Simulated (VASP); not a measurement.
Ag:

```
Ag
1.0
     0.00000    2.04310    2.04310
     2.04310    0.00000    2.04310
     2.04310    2.04310    0.00000
Ag
1
Direct
  0.00000 0.00000 0.00000
```

| Quantity | Value |
| --- | --- |
| Program | VASP 6.6.1 |
| Task | relaxation of cell and atoms |
| Functional | revPBE |
| Potentials or basis | VASP PAW PBE potentials, release 64 (Ag) |
| Cutoff | 600 eV |
| k mesh | 13 × 13 × 13 |
| Occupations | fermi-dirac, width 0.1 eV |
| Spin | no spin polarisation |

At the start: pressure 7.3 GPa; volume 17.06 Å³/atom.

Task: How do energy, volume and symmetry change on relaxing?

Result: Over 3 steps the energy falls by 28.1 meV/atom and the volume is 18.39 Å³/atom (+7.8 %); space group Fm-3m (No. 225, to 0.05 Å).

The path:
| step | energy change (eV) | largest force (eV/Å) | pressure (GPa) | volume (Å³) |
| --- | --- | --- | --- | --- |
| 1 | 0.0000 | 0.0000 | 7.35 | 17.06 |
| 2 | -0.0228 | 0.0000 | -2.47 | 19.06 |
| 3 | -0.0281 | 0.0000 | 0.03 | 18.39 |

Final structure:
```
Ag
1.0
     0.00000    2.09509    2.09509
     2.09509    0.00000    2.09509
     2.09509    2.09509    0.00000
Ag
1
Direct
  0.00000 0.00000 0.00000
```

Caveat: the PAW data sets were made with another functional, which shifts forces and pressure a little.
